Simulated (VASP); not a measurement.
# SiC (P6_3mc) in VASP: further runs

Runs on SiC. Level: r2SCAN. Tasks: relaxation of shape and atoms at fixed volume.

Program: VASP 6.6.1. These are calculated values, not measurements. Logs are shortened: lines on timing, memory, paths and dates and some standing lists are left out, and cuts for length are marked.

### Step 1. The cell of the first run

It takes space group P6_3mc (No. 186, hexagonal). The conventional cell has a = 3.106 Å, b = 3.106 Å, c = 5.098 Å, α = 90.00°, β = 90.00°, γ = 120.00°. Within 2.5 Å of Si (site symmetry 3m) lie 4 C at 1.90 to 1.92 Å. Within 2.5 Å of C (site symmetry 3m) lie 4 Si at 1.90 to 1.92 Å.

### Step 2. Relaxation of shape and atoms at fixed volume, r2SCAN (10.65 Å³/atom)

POSCAR

```
SiC
1.0
    3.1056444604      0.0000000000      0.0000000000
   -1.5528222302      2.6895669978      0.0000000000
    0.0000000000      0.0000000000      5.0981519593
Si C
2 2
Direct
    0.3333333333      0.6666666667      0.0046028828
    0.6666666667      0.3333333333      0.5046028828
    0.3333333333      0.6666666667      0.3803971172
    0.6666666667      0.3333333333      0.8803971172
```

INCAR.step1

```
  PREC = Accurate
  ENCUT = 600
  ISMEAR = 0
  SIGMA = 0.02
  LREAL = False
  LASPH = True
  NELM = 80
  GGA = PE
  ALGO = Normal
  EDIFF = 1E-4
  LWAVE = True
  LCHARG = False
```

INCAR.step2

```
  PREC = Accurate
  ENCUT = 600
  EDIFF = 1E-7
  ISMEAR = 0
  SIGMA = 0.02
  LREAL = False
  LASPH = True
  NELM = 80
  ALGO = Normal
  ISIF = 4
  LWAVE = False
  LCHARG = False
  METAGGA = R2SCAN
  LMIXTAU = True
  IBRION = 2
  NSW = 50
  EDIFFG = -0.01
  ISTART = 1
```

KPOINTS

```
Automatic mesh
0
Gamma
  12 12 6
```

Potentials or basis: VASP PAW PBE potentials, release 64 (Si, C).

Run with:

```console
cat potpaw_PBE.64/Si/POTCAR potpaw_PBE.64/C/POTCAR > POTCAR
cp INCAR.step1 INCAR
mpirun -np 1 vasp_std > vasp.out
cp INCAR.step2 INCAR
mpirun -np 1 vasp_std > vasp.out
```

OUTCAR:

```text
PREC = Accurate
   ENCUT = 600
   EDIFF = 1E-7
   ISMEAR = 0
   LREAL = False
   LASPH = True
   NELM = 80
   ISIF = 4
   METAGGA = R2SCAN
   IBRION = 2
   NSW = 50
   EDIFFG = -0.01
   ISTART = 1

 ion  position               nearest neighbor table
   1  0.333  0.667  0.005-   4 1.90   4 1.90   4 1.90   3 1.92   2 3.12   2 3.12   2 3.12   2 3.12
                             2 3.12   2 3.12
   2  0.667  0.333  0.505-   3 1.90   3 1.90   3 1.90   4 1.92   1 3.12   1 3.12   1 3.12   1 3.12
                             1 3.12   1 3.12
   3  0.333  0.667  0.380-   2 1.90   2 1.90   2 1.90   1 1.92
   4  0.667  0.333  0.880-   1 1.90   1 1.90   1 1.90   2 1.92

  LATTYP: Found a hexagonal cell.
 ALAT       =     3.1056444604
 C/A-ratio  =     1.6415761766

  Lattice vectors:

 A1 = (   3.1056444604,   0.0000000000,   0.0000000000)
 A2 = (  -1.5528222302,   2.6895669978,   0.0000000000)
 A3 = (   0.0000000000,   0.0000000000,   5.0981519593)

Analysis of symmetry for initial positions (statically):
=====================================================================
 Subroutine PRICEL returns:
 Original cell was already a primitive cell.

 Routine SETGRP: Setting up the symmetry group for a
 hexagonal supercell.

 Subroutine GETGRP returns: Found 12 space group operations
 (whereof  6 operations were pure point group operations)
 out of a pool of 24 trial point group operations.

The static configuration has the point symmetry C_3v.
 The point group associated with its full space group is C_6v.

Analysis of symmetry for dynamics (positions and initial velocities):
=====================================================================
 Subroutine PRICEL returns:
 Original cell was already a primitive cell.

 Routine SETGRP: Setting up the symmetry group for a
 hexagonal supercell.

 Subroutine GETGRP returns: Found 12 space group operations
 (whereof  6 operations were pure point group operations)
 out of a pool of 24 trial point group operations.

The dynamic configuration has the point symmetry C_3v.
 The point group associated with its full space group is C_6v.

 Subroutine INISYM returns: Found 12 space group operations
 (whereof  6 operations are pure point group operations),
 and found     1 'primitive' translations

----------------------------------------------------------------------------------------

                                     Primitive cell

  volume of cell :      42.5840

  direct lattice vectors                    reciprocal lattice vectors
     3.105644460  0.000000000  0.000000000     0.321994360  0.185903530  0.000000000
    -1.552822230  2.689566998  0.000000000     0.000000000  0.371807061  0.000000000
     0.000000000  0.000000000  5.098151959     0.000000000  0.000000000  0.196149508

  length of vectors
     3.105644460  3.105644460  5.098151959     0.371807061  0.371807061  0.196149508

  position of ions in fractional coordinates (direct lattice)
     0.333333333  0.666666667  0.004602883
     0.666666667  0.333333333  0.504602883
     0.333333333  0.666666667  0.380397117
     0.666666667  0.333333333  0.880397117

  ion indices of the primitive-cell ions
   primitive index   ion index
                 1           1
                 2           2
                 3           3
                 4           4

----------------------------------------------------------------------------------------

 KPOINTS: Automatic mesh

Automatic generation of k-mesh.
 Grid dimensions read from file:
 generate k-points for:   12   12    6

 Generating k-lattice:

  Cartesian coordinates                     Fractional coordinates (reciprocal lattice)
     0.026832863  0.015491961  0.000000000     0.083333333  0.000000000  0.000000000
     0.000000000  0.030983922  0.000000000     0.000000000  0.083333333  0.000000000
     0.000000000  0.000000000  0.032691585     0.000000000  0.000000000  0.166666667

  Length of vectors
     0.030983922  0.030983922  0.032691585

  Shift w.r.t. Gamma in fractional coordinates (k-lattice)
     0.000000000  0.000000000  0.000000000

 Subroutine IBZKPT returns following result:
 ===========================================

 Found     76 irreducible k-points:

 Following reciprocal coordinates:
            Coordinates               Weight
  0.000000  0.000000  0.000000      1.000000
  0.083333 -0.000000  0.000000      6.000000
  0.166667 -0.000000  0.000000      6.000000
  0.250000  0.000000  0.000000      6.000000
  0.333333 -0.000000  0.000000      6.000000
  0.416667 -0.000000  0.000000      6.000000
[... 16 lines left out ...]
  0.250000  0.000000  0.166667     12.000000
  0.333333 -0.000000  0.166667     12.000000
 [... further k-points ...]
   k-points           NKPTS =     76   k-points in BZ     NKDIM =     76   number of bands    NBANDS=     12
   number of dos      NEDOS =    301   number of ions     NIONS =      4
   total plane-waves  NPLWV =  32928
   dimension x,y,z NGX =    28 NGY =   28 NGZ =   42
   dimension x,y,z NGXF=    56 NGYF=   56 NGZF=   84
   ions per type =               2   2
   NGX,Y,Z   is equivalent  to a cutoff of  14.99, 14.99, 13.70 a.u.
   NGXF,Y,Z  is equivalent  to a cutoff of  29.98, 29.98, 27.39 a.u.
 SYSTEM =  unknown system
   PREC   = accura    normal or accurate (medium, high low for compatibility)
   ISTART =      1    job   : 0-new  1-cont  2-samecut
   ICHARG =      0    charge: 1-file 2-atom 10-const
   ISPIN  =      1    spin polarized calculation?
   LNONCOLLINEAR =      F non collinear calculations
   LSORBIT =      F    spin-orbit coupling
   LASPH  =      T    aspherical Exc in radial PAW
   ENCUT  =  600.0 eV  44.10 Ry    6.64 a.u.   6.20  6.20 10.18*2*pi/ulx,y,z
   NELM   =     80;   NELMIN=  2; NELMDL=  0     # of ELM steps
   EDIFF  = 0.1E-06   stopping-criterion for ELM
   LREAL  =      F    real-space projection
   EDIFFG = -.1E-01   stopping-criterion for IOM
   NSW    =     50    number of steps for IOM
   IBRION =      2    ionic relax: 0-MD 1-quasi-New 2-CG
   NFREE  =      1    steps in history (QN), initial steepest desc. (CG)
   ISIF   =      4    stress and relaxation
   ISYM   =      2    0-nonsym 1-usesym 2-fastsym
   POTIM  = 0.5000    time-step for ionic-motion
   TEBEG  =    0.0;   TEEND  =   0.0 temperature during run
   PSTRESS=    0.0 pullay stress
   NELECT =      16.0000    total number of electrons
   NUPDOWN=      -1.0000    fix difference up-down
   EMIN   =  10.00;   EMAX   =-10.00  energy-range for DOS
   EFERMI =   0.00;   METHOD = LEGACY
   ISMEAR =     0;   SIGMA  =   0.02  broadening in eV -4-tet -1-fermi 0-gaus
   EFERMI_NEDOS =   21; number of points for ismear=-14 and -15
   IALGO  =     38    algorithm
   IMIX   =      4    mixing-type and parameters
     AMIX     =   0.40;   BMIX     =  1.00
     AMIX_MAG =   1.60;   BMIX_MAG =  1.00
  volume/ion in A,a.u.               =      10.65        71.84
  Fermi-wavevector in a.u.,A,eV,Ry     =   1.181315  2.232362 18.987013  1.395506
  Thomas-Fermi vector in A             =   2.317591
   LORBIT       =      0    0 simple, 1 ext, 2 COOP (PROOUT), +10 PAW based schemes
   METAGGA = R2SCAN    functional components
   LHFCALC =     F    Hartree Fock is set to
   AEXX    =    0.0000 exact exchange contribution
   IVDW    =     0    specifies the selected vdW correction
   LEPSILON=     F    determine dielectric tensor
   LRPA    =     F    only Hartree local field effects (RPA)
 conjugate gradient relaxation of ions
 non-spin polarized calculation
 Gauss-broadening in eV      SIGMA  =   0.02
  energy-cutoff  :      600.00
  volume of cell :       42.58
 maximum number of plane-waves:      1448
 NGX is ok and might be reduce to    28
   NGX = 13   NGY = 13   NGZ = 21

 number of electron      16.0000000 magnetization

 Free energy of the ion-electron system (eV)
  ---------------------------------------------------
  ext. energy  EPLUGINS =         0.00000000
  ---------------------------------------------------
  free energy    TOTEN  =       -38.61570862 eV

  energy without entropy =      -38.61570862  energy(sigma->0) =      -38.61570862

 E-fermi :   7.9272     XC(G=0): -11.7974

 val. band max:        7.8152868455   @ k =   0.0000   0.0000   0.0000
 cond. band min:      10.5161208774   @ k =   0.3333   0.3333   0.0000
 fundamental gap:      2.7008340319
 Fermi energy:         7.9272185753

 k-point     1 :       0.0000    0.0000    0.0000
  band No.  band energies     occupation
      1      -8.3022      2.00000
      2      -4.7843      2.00000
      3      -1.0099      2.00000
      4       6.4445      2.00000
      5       6.4445      2.00000
      6       7.7024      2.00000
      7       7.8153      2.00000
      8       7.8153      2.00000
      9      12.9302      0.00000
     10      14.2557      0.00000
     11      14.8197      0.00000
     12      14.8197      0.00000

 k-point     2 :       0.0833   -0.0000    0.0000
  band No.  band energies     occupation
      1      -8.1802      2.00000
      2      -4.6813      2.00000
      3      -0.8986      2.00000
      4       5.7529      2.00000
      5       6.2315      2.00000
      6       7.3285      2.00000
      7       7.6210      2.00000
      8       7.7433      2.00000
      9      13.3558      0.00000
     10      14.3280      0.00000
     11      14.7895      0.00000
     12      15.0751      0.00000
[... 301 lines left out ...]
 k-point    23 :       0.2500    0.0000    0.1667
  band No.  band energies     occupation
      1      -7.0943      2.00000
      2      -4.3771      2.00000
      3       0.4658      2.00000
      4       2.8314      2.00000
      5       4.3294      2.00000
      6       5.3178      2.00000
      7       6.7321      2.00000
      8       6.9997      2.00000
      9      12.1732      0.00000
     10      13.7400      0.00000
     11      15.0752      0.00000
     12      16.1476      0.00000

 k-point    24 :       0.3333   -0.0000    0.1667
  band No.  band energies     occupation
      1      -6.3133      2.00000
      2      -3.8119      2.00000
      3       0.3039      2.00000
      4       2.1039      2.00000
      5       2.8737      2.00000
      6       4.8831      2.00000
      7       6.1765      2.00000
      8       6.6668      2.00000
      9      11.5803      0.00000
     10      12.7083      0.00000
     11      15.0229      0.00000
     12      16.0562      0.00000

 [... further k-points ...]

------------------------ aborting loop because EDIFF is reached ----------------------------------------

  FORCE on cell =-STRESS in cart. coord.  units (eV):
  Direction    XX          YY          ZZ          XY          YZ          ZX
  --------------------------------------------------------------------------------------
  -------------------------------------------------------------------------------------
  Total       -1.7851598     -1.7851598     -1.7381147      0.0000000      0.0000000      0.0000000
  in kB      -67.1646578    -67.1646578    -65.3946383      0.0000000      0.0000000      0.0000000
  external PRESSURE =     -66.5746513 kB  Pullay stress =       0.0000000 kB

 VOLUME and BASIS-vectors are now :
 -----------------------------------------------------------------------------
  energy-cutoff  :      600.00
  volume of cell :       42.58
      direct lattice vectors                 reciprocal lattice vectors
     3.105644460  0.000000000  0.000000000     0.321994360  0.185903530  0.000000000
    -1.552822230  2.689566998  0.000000000     0.000000000  0.371807061  0.000000000
     0.000000000  0.000000000  5.098151959     0.000000000  0.000000000  0.196149508

 POSITION                                       TOTAL-FORCE (eV/Angst)
 -----------------------------------------------------------------------------------
     -0.00000      1.79304      0.02347         0.000000     -0.000000     -0.005425
      1.55282      0.89652      2.57254        -0.000000     -0.000000     -0.005425
     -0.00000      1.79304      1.93932        -0.000000      0.000000      0.005425
      1.55282      0.89652      4.48840         0.000000     -0.000000      0.005425
 -----------------------------------------------------------------------------------
    total drift:                               -0.000000     -0.000000      0.000641

  FREE ENERGIE OF THE ION-ELECTRON SYSTEM (eV)
  ---------------------------------------------------
  free  energy   TOTEN  =       -38.6157086226 eV

  energy  without entropy=      -38.6157086226  energy(sigma->0) =      -38.61570862

 reached required accuracy - stopping structural energy minimisation
```

Wall time 2.8 min (1 thread of Intel Xeon Platinum 8259CL at 2.50GHz (Skylake/Cascade Lake), shared host); peak memory 0.2 GiB.

What came out:

- Free energy: -38.6157 eV
- Pressure after relaxing: -6.7 GPa
- Largest force after relaxing: 0.005 eV/Å
- Band gap on the k mesh: 2.70 eV (least direct gap 4.42 eV)

Forces on the atoms (eV/Å):
```
Si   0.000  0.000 -0.005
Si   0.000  0.000 -0.005
C    0.000  0.000  0.005
C    0.000  0.000  0.005
```

Final structure:
```
Si C
1.0
     3.10564    0.00000    0.00000
    -1.55282    2.68957    0.00000
     0.00000    0.00000    5.09815
Si C
2 2
Cartesian
  0.0000 1.7930 0.0235
  1.5528 0.8965 2.5725
  0.0000 1.7930 1.9393
  1.5528 0.8965 4.4884
```

Levels at points of the mesh, in eV from the valence-band top:
```tsv
k point	band 5	band 6	band 7	band 8	band 9	band 10	band 11	band 12
(0.00, 0.00, 0.00)	-1.37	-0.11	0.00	0.00	5.11	6.44	7.00	7.00
(0.50, 0.00, 0.00)	-5.52	-3.42	-3.28	-1.25	3.17	4.63	7.23	7.52
(0.00, 0.00, 0.50)	-0.74	-0.74	-0.74	-0.74	6.23	6.23	7.72	7.72
(0.50, 0.00, 0.50)	-2.52	-2.52	-2.41	-2.41	3.65	3.65	5.66	5.66
```

Caveat: the relaxation stopped at its first step, so nothing moved; the PAW data sets were made with another functional, which shifts forces and pressure a little. A k mesh can miss the band edges.

(Continued in part 2 of 2.)
